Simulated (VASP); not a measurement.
Input of a VASP 6.6.1 run:

The input INCAR:

```
SYSTEM = Ti3Sn
PREC = Accurate ; ENCUT = 520
EDIFF = 1E-6 ; ISMEAR = 0
SIGMA = 0.3 ; LREAL = .False.
LASPH = .True. ; NELM = 80
ALGO = Normal ; ISIF = 2
LWAVE = .False. ; LCHARG = .False.
GGA = PS ; NBANDS = 60
```

Contents of KPOINTS:

```
Automatic mesh
0
Gamma
  5 5 6
  0 0 0
```

File POSCAR:

```
Ti3Sn
1.0
    5.9899827904      0.0000000000      0.0000000000
   -2.9949913952      5.1874774635      0.0000000000
    0.0000000000      0.0000000000      4.8188110460
Ti Sn
6 2
Direct
    0.1642510000      0.3285020000      0.7500000000
    0.6714980000      0.8357490000      0.7500000000
    0.1642510000      0.8357490000      0.7500000000
    0.8357490000      0.6714980000      0.2500000000
    0.3285020000      0.1642510000      0.2500000000
    0.8357490000      0.1642510000      0.2500000000
    0.6666666667      0.3333333333      0.7500000000
    0.3333333333      0.6666666667      0.2500000000
```

Potentials or basis: VASP PAW PBE potentials, release 64 (Ti_sv, Sn_d).

Run with:

```bash
$ cat potpaw_PBE.64/Ti_sv/POTCAR potpaw_PBE.64/Sn_d/POTCAR > POTCAR
$ mpirun -np 1 vasp_std > vasp.out
```

Question: What does it give for the largest force?

Answer: 0.086 eV/Å.

Question: What does it give for the pressure?

Answer: -8.0 GPa.

Forces in eV/Å, atoms in the order of the input:
```
Ti   0.000 -0.086  0.000
Ti   0.075  0.043  0.000
Ti  -0.075  0.043  0.000
Ti   0.000  0.086  0.000
Ti  -0.075 -0.043  0.000
Ti   0.075 -0.043  0.000
Sn   0.000  0.000  0.000
Sn   0.000  0.000  0.000
```

Caveat: the cell stands under tension; so wide a smearing shifts energies and pressures; the PAW data sets were made with another functional, which shifts forces and pressure a little.
